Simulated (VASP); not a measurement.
A run of VASP 6.6.1:

The input INCAR:

```
PREC = Accurate ; ENCUT = 600
EDIFF = 1E-6 ; ISMEAR = 0
SIGMA = 0.01 ; LREAL = F
LASPH = T ; NELM = 100
ALGO = Normal ; ISIF = 3
LWAVE = F ; LCHARG = F
GGA = PS ; IBRION = 2
NSW = 100 ; EDIFFG = -0.002
PSTRESS = 150.0
```

File KPOINTS:

```
Automatic mesh
0
Gamma
  8 8 8
```

File POSCAR:

```
ZnSe
1.0
    0.0000000000      2.8165937340      2.8165937340
    2.8165937340      0.0000000000      2.8165937340
    2.8165937340      2.8165937340      0.0000000000
Zn Se
1 1
Direct
    0.0000000000      0.0000000000      0.0000000000
    0.7500000000      0.7500000000      0.7500000000
```

Potentials or basis: VASP PAW PBE potentials, release 64 (Zn, Se).

The run is started by

```console
$ cat potpaw_PBE.64/Zn/POTCAR potpaw_PBE.64/Se/POTCAR > POTCAR
$ mpirun -np 1 vasp_std > vasp.out
```

Hardware: 1 thread of AMD EPYC 7R13 (shared host).

Q: How long does it take, and how much memory?

A: Wall time 78 s on 1 thread of AMD EPYC 7R13, on a shared host, peak memory 0.2 GiB. Counts: scf iterations 63, k points 29, ion steps 9.
